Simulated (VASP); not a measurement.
# Rb (Cmce) in VASP: single point with PBEsol

Aim: the single point of Rb with PBEsol.

Program: VASP 6.6.1. These are calculated values, not measurements. Logs are shortened: lines on timing, memory, paths and dates and some standing lists are left out, and cuts for length are marked.

### 1 The cell of the first run

The typed cell holds 4 atoms: a = 9.422 Å, b = 9.422 Å, c = 5.156 Å, α = 90.00°, β = 90.00°, γ = 129.49°.

### 2 Single point, PBEsol

File INCAR:

```
SYSTEM = Rb
ALGO = Fast ; EDIFF = 1E-6
ENCUT = 520 ; GGA = PS
ISIF = 2 ; ISMEAR = 0
LASPH = .True. ; LCHARG = .True.
LELF = .True. ; LREAL = .False.
LVHAR = .True. ; LWAVE = .False.
NBANDS = 26 ; NELM = 100
PREC = Accurate ; SIGMA = 0.1
```

File KPOINTS:

```
k-points
0
Gamma
  8 8 6
  0 0 0
```

File POSCAR:

```
Rb
1.0
    4.0199801343     -8.5209008402      0.0000000000
    4.0199801343      8.5209008402      0.0000000000
    0.0000000000      0.0000000000      5.1562052439
Rb
4
Direct
    0.1315994730      0.8684005270     -0.0004279372
    0.6315994730      0.3684005270      0.5004279372
    0.8684005270      0.1315994730      1.0004279372
    0.3684005270      0.6315994730      0.4995720628
```

Potentials or basis: VASP PAW PBE potentials, release 64 (Rb_sv).

Launch:

```
$ cat potpaw_PBE.64/Rb_sv/POTCAR > POTCAR
$ mpirun -np 1 vasp_std > vasp.out
```

OUTCAR:

```text
SYSTEM = Rb
   EDIFF = 1E-6
   ENCUT = 520
   GGA = PS
   ISIF = 2
   ISMEAR = 0
   LASPH = .True.
   LREAL = .False.
   NELM = 100
   PREC = Accurate

 ion  position               nearest neighbor table
   1  0.132  0.868  1.000-   3 4.49   2 4.77   2 4.77   2 4.78   2 4.78   4 4.79   4 4.79   3 5.70
                             3 5.70
   2  0.632  0.368  0.500-   4 4.49   1 4.77   1 4.77   1 4.78   1 4.78   3 4.79   3 4.79   4 5.70
                             4 5.70
   3  0.868  0.132  0.000-   1 4.49   4 4.77   4 4.77   4 4.78   4 4.78   2 4.79   2 4.79   1 5.70
                             1 5.70
   4  0.368  0.632  0.500-   2 4.49   3 4.77   3 4.77   3 4.78   3 4.78   1 4.79   1 4.79   2 5.70
                             2 5.70

  LATTYP: Found a base centered orthorhombic cell.
 ALAT       =     8.0399602686
 B/A-ratio  =     2.1196375493
 C/A-ratio  =     0.6413222294

  Lattice vectors:

 A1 = (   4.0199801343,  -8.5209008402,   0.0000000000)
 A2 = (   4.0199801343,   8.5209008402,   0.0000000000)
 A3 = (   0.0000000000,   0.0000000000,   5.1562052439)

Analysis of symmetry for initial positions (statically):
=====================================================================
 Subroutine PRICEL returns:
 Original cell was already a primitive cell.

 Routine SETGRP: Setting up the symmetry group for a
 base centered orthorhombic supercell.

 Subroutine GETGRP returns: Found  8 space group operations
 (whereof  4 operations were pure point group operations)
 out of a pool of  8 trial point group operations.

The static configuration has the point symmetry C_2h.
 The point group associated with its full space group is D_2h.

Analysis of symmetry for dynamics (positions and initial velocities):
=====================================================================
 Subroutine PRICEL returns:
 Original cell was already a primitive cell.

 Routine SETGRP: Setting up the symmetry group for a
 base centered orthorhombic supercell.

 Subroutine GETGRP returns: Found  8 space group operations
 (whereof  4 operations were pure point group operations)
 out of a pool of  8 trial point group operations.

The dynamic configuration has the point symmetry C_2h.
 The point group associated with its full space group is D_2h.

 Subroutine INISYM returns: Found  8 space group operations
 (whereof  4 operations are pure point group operations),
 and found     1 'primitive' translations

----------------------------------------------------------------------------------------

                                     Primitive cell

  volume of cell :     353.2398

  direct lattice vectors                    reciprocal lattice vectors
     4.019980134 -8.520900840  0.000000000     0.124378724 -0.058679242  0.000000000
     4.019980134  8.520900840  0.000000000     0.124378724  0.058679242  0.000000000
     0.000000000  0.000000000  5.156205244     0.000000000  0.000000000  0.193941077

  length of vectors
     9.421570538  9.421570538  5.156205244     0.137525708  0.137525708  0.193941077

  position of ions in fractional coordinates (direct lattice)
     0.131599473  0.868400527  0.999572063
     0.631599473  0.368400527  0.500427937
     0.868400527  0.131599473  0.000427937
     0.368400527  0.631599473  0.499572063

  ion indices of the primitive-cell ions
   primitive index   ion index
                 1           1
                 2           2
                 3           3
                 4           4

----------------------------------------------------------------------------------------

 KPOINTS: k-points

Automatic generation of k-mesh.
 Grid dimensions read from file:
 generate k-points for:    8    8    6

 Generating k-lattice:

  Cartesian coordinates                     Fractional coordinates (reciprocal lattice)
     0.015547341 -0.007334905  0.000000000     0.125000000  0.000000000  0.000000000
     0.015547341  0.007334905  0.000000000     0.000000000  0.125000000  0.000000000
     0.000000000  0.000000000  0.032323513     0.000000000  0.000000000  0.166666667

  Length of vectors
     0.017190714  0.017190714  0.032323513

  Shift w.r.t. Gamma in fractional coordinates (k-lattice)
     0.000000000  0.000000000  0.000000000

 Subroutine IBZKPT returns following result:
 ===========================================

 Found     84 irreducible k-points:

 Following reciprocal coordinates:
            Coordinates               Weight
  0.000000  0.000000  0.000000      1.000000
  0.125000  0.000000  0.000000      4.000000
  0.250000  0.000000  0.000000      4.000000
  0.375000  0.000000  0.000000      4.000000
  0.500000  0.000000  0.000000      2.000000
  0.125000  0.125000  0.000000      2.000000
[... 16 lines left out ...]
  0.125000  0.000000  0.166667      8.000000
  0.250000  0.000000  0.166667      8.000000
 [... further k-points ...]
   k-points           NKPTS =     84   k-points in BZ     NKDIM =     84   number of bands    NBANDS=     26
   number of dos      NEDOS =    301   number of ions     NIONS =      4
   total plane-waves  NPLWV = 196000
   dimension x,y,z NGX =    70 NGY =   70 NGZ =   40
   dimension x,y,z NGXF=   140 NGYF=  140 NGZF=   80
   ions per type =               4
   NGX,Y,Z   is equivalent  to a cutoff of  12.35, 12.35, 12.90 a.u.
   NGXF,Y,Z  is equivalent  to a cutoff of  24.70, 24.70, 25.79 a.u.
 SYSTEM =  Rb
   PREC   = accura    normal or accurate (medium, high low for compatibility)
   ISTART =      0    job   : 0-new  1-cont  2-samecut
   ICHARG =      2    charge: 1-file 2-atom 10-const
   ISPIN  =      1    spin polarized calculation?
   LNONCOLLINEAR =      F non collinear calculations
   LSORBIT =      F    spin-orbit coupling
   LASPH  =      T    aspherical Exc in radial PAW
   ENCUT  =  520.0 eV  38.22 Ry    6.18 a.u.  17.52 17.52  9.59*2*pi/ulx,y,z
   NELM   =    100;   NELMIN=  2; NELMDL= -5     # of ELM steps
   EDIFF  = 0.1E-05   stopping-criterion for ELM
   LREAL  =      F    real-space projection
   EDIFFG = 0.1E-04   stopping-criterion for IOM
   NSW    =      0    number of steps for IOM
   IBRION =     -1    ionic relax: 0-MD 1-quasi-New 2-CG
   NFREE  =      0    steps in history (QN), initial steepest desc. (CG)
   ISIF   =      2    stress and relaxation
   ISYM   =      2    0-nonsym 1-usesym 2-fastsym
   POTIM  = 0.5000    time-step for ionic-motion
   TEBEG  =    0.0;   TEEND  =   0.0 temperature during run
   PSTRESS=    0.0 pullay stress
   NELECT =      36.0000    total number of electrons
   NUPDOWN=      -1.0000    fix difference up-down
   EMIN   =  10.00;   EMAX   =-10.00  energy-range for DOS
   EFERMI =   0.00;   METHOD = LEGACY
   ISMEAR =     0;   SIGMA  =   0.10  broadening in eV -4-tet -1-fermi 0-gaus
   EFERMI_NEDOS =   21; number of points for ismear=-14 and -15
   IALGO  =     68    algorithm
   IMIX   =      4    mixing-type and parameters
     AMIX     =   0.40;   BMIX     =  1.00
     AMIX_MAG =   1.60;   BMIX_MAG =  1.00
  volume/ion in A,a.u.               =      88.31       595.94
  Fermi-wavevector in a.u.,A,eV,Ry     =   0.764691  1.445056  7.956032  0.584752
  Thomas-Fermi vector in A             =   1.864648
   LORBIT       =      0    0 simple, 1 ext, 2 COOP (PROOUT), +10 PAW based schemes
   GGA     = PS    functional components
   LHFCALC =     F    Hartree Fock is set to
   AEXX    =    0.0000 exact exchange contribution
   IVDW    =     0    specifies the selected vdW correction
   LEPSILON=     F    determine dielectric tensor
   LRPA    =     F    only Hartree local field effects (RPA)
 non-spin polarized calculation
 RMM-DIIS sequential band-by-band and
 Gauss-broadening in eV      SIGMA  =   0.10
  energy-cutoff  :      520.00
  volume of cell :      353.24
 maximum number of plane-waves:      9547
   NGX = 35   NGY = 35   NGZ = 19

 number of electron      36.0000000 magnetization

 Free energy of the ion-electron system (eV)
  ---------------------------------------------------
  ext. energy  EPLUGINS =         0.00000000
  ---------------------------------------------------
  free energy    TOTEN  =        -3.98022723 eV

  energy without entropy =       -3.96250323  energy(sigma->0) =       -3.97136523

 E-fermi :   0.0156     XC(G=0):  -5.5907

 val. band max:        0.0127288705   @ k =  -0.2500   0.2500   0.3333
 cond. band min:       0.0260419944   @ k =   0.5000   0.2500   0.5000
 fundamental gap:      0.0133131239
 Fermi energy:         0.0156052009

 k-point     1 :       0.0000    0.0000    0.0000
  band No.  band energies     occupation
      1     -28.8653      2.00000
      2     -28.8592      2.00000
      3     -28.8571      2.00000
      4     -28.8563      2.00000
      5     -13.0417      2.00000
      6     -13.0163      2.00000
[... 18 lines left out ...]
     25       2.9691      0.00000
     26       3.1061      0.00000

 k-point     2 :       0.1250    0.0000    0.0000
  band No.  band energies     occupation
      1     -28.8651      2.00000
      2     -28.8590      2.00000
      3     -28.8576      2.00000
      4     -28.8562      2.00000
      5     -13.0393      2.00000
      6     -13.0128      2.00000
[... 18 lines left out ...]
     25       2.9741      0.00000
     26       3.1454      0.00000

 k-point     3 :       0.2500    0.0000    0.0000
  band No.  band energies     occupation
      1     -28.8643      2.00000
      2     -28.8587      2.00000
      3     -28.8586      2.00000
      4     -28.8564      2.00000
      5     -13.0327      2.00000
      6     -13.0021      2.00000
[... 572 lines left out ...]
 k-point    23 :       0.1250    0.0000    0.1667
  band No.  band energies     occupation
      1     -28.8643      2.00000
      2     -28.8586      2.00000
      3     -28.8578      2.00000
      4     -28.8563      2.00000
      5     -13.0342      2.00000
      6     -13.0056      2.00000
[... 18 lines left out ...]
     25       2.7085      0.00000
     26       2.9319      0.00000

 k-point    24 :       0.2500    0.0000    0.1667
  band No.  band energies     occupation
      1     -28.8636      2.00000
      2     -28.8587      2.00000
      3     -28.8583      2.00000
      4     -28.8564      2.00000
      5     -13.0283      2.00000
      6     -13.0003      2.00000
[... 18 lines left out ...]
     25       2.5957      0.00000
     26       2.7073      0.00000

 [... further k-points ...]

------------------------ aborting loop because EDIFF is reached ----------------------------------------

  FORCE on cell =-STRESS in cart. coord.  units (eV):
  Direction    XX          YY          ZZ          XY          YZ          ZX
  --------------------------------------------------------------------------------------
  -------------------------------------------------------------------------------------
  Total       -0.0013648      0.0852019     -0.0180883      0.0000000      0.0000000      0.0000000
  in kB       -0.0061903      0.3864473     -0.0820424      0.0000000      0.0000000      0.0000000
  external PRESSURE =       0.0994049 kB  Pullay stress =       0.0000000 kB

 VOLUME and BASIS-vectors are now :
 -----------------------------------------------------------------------------
  energy-cutoff  :      520.00
  volume of cell :      353.24
      direct lattice vectors                 reciprocal lattice vectors
     4.019980134 -8.520900840  0.000000000     0.124378724 -0.058679242  0.000000000
     4.019980134  8.520900840  0.000000000     0.124378724  0.058679242  0.000000000
     0.000000000  0.000000000  5.156205244     0.000000000  0.000000000  0.193941077

 POSITION                                       TOTAL-FORCE (eV/Angst)
 -----------------------------------------------------------------------------------
      4.01998      6.27821      5.15400         0.000000     -0.007276      0.000490
      4.01998     -2.24269      2.58031         0.000000     -0.007276     -0.000490
      4.01998     -6.27821      0.00221         0.000000      0.007276     -0.000490
      4.01998      2.24269      2.57590         0.000000      0.007276      0.000490
 -----------------------------------------------------------------------------------
    total drift:                                0.000000     -0.000000     -0.000000

  FREE ENERGIE OF THE ION-ELECTRON SYSTEM (eV)
  ---------------------------------------------------
  free  energy   TOTEN  =        -3.9802272266 eV

  energy  without entropy=       -3.9625032257  energy(sigma->0) =       -3.97136523
```

It took 8.5 min on 1 thread of AMD EPYC 9R45 (Zen 5), shared host; peak memory 0.79 GiB.

What came out:

```
Free energy            : -3.9802 eV
Pressure               : 0.0 GPa
Largest force          : 0.007 eV/Å
Band gap on the k mesh : zero (bands 18 and 19 overlap by 1.44 eV)
```

Forces in eV/Å, atoms in the order of the input:
```
Rb   0.000 -0.007  0.000
Rb   0.000 -0.007  0.000
Rb   0.000  0.007  0.000
Rb   0.000  0.007  0.000
```

Caveat: the PAW data sets were made with another functional, which shifts forces and pressure a little.
